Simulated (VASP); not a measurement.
CdO: single point with PBE+D4

Crystal: CdO.

```
Cd O
1.0
     0.00000    2.33150    2.33150
     2.33150    0.00000    2.33150
     2.33150    2.33150    0.00000
Cd O
1 1
Direct
  0.00000 0.00000 0.00000
  0.50000 0.50000 0.50000
```

| Property | Result |
| --- | --- |
| Program | VASP 6.6.1 |
| Task | single point |
| Functional | PBE |
| Dispersion | D4 |
| Potentials or basis | VASP PAW PBE potentials, release 64 (Cd_sv_GW, O) |
| Cutoff | 700 eV |
| k mesh | 8 × 8 × 8 |
| Occupations | gaussian, width 0.05 eV |
| Spin | no spin polarisation |
| Dipole correction | no |
| Further INCAR settings | ALGO = Normal; EDIFF = 1e-06; NBANDS = 20 |

```
Pressure                   : 5.9 GPa
Band gap on the k mesh     : zero (bands 13 and 14 overlap by 0.36 eV)
Dispersion energy per atom : -0.320 eV
```

Levels at points of the mesh, in eV from the Fermi level:
```csv
k point,band 10,band 11,band 12,band 13,band 14,band 15,band 16,band 17
"(0.00, 0.00, 0.00)",-6.47,-1.50,-1.50,-1.50,-0.41,14.49,17.15,17.15
"(0.50, 0.00, 0.00)",-6.21,-3.90,-0.04,-0.04,4.40,7.45,11.96,11.96
"(0.50, 0.50, 0.00)",-5.72,-4.53,-2.48,-2.48,3.97,8.58,11.28,13.47
```

It took 34 s on 1 thread of AMD EPYC 7R43 64-Core Processor (Zen 3), on a shared host, peak memory 0.15 GiB.

Caveat: the cell stands under pressure; semilocal functionals underestimate gaps, and a narrow one can read as zero.
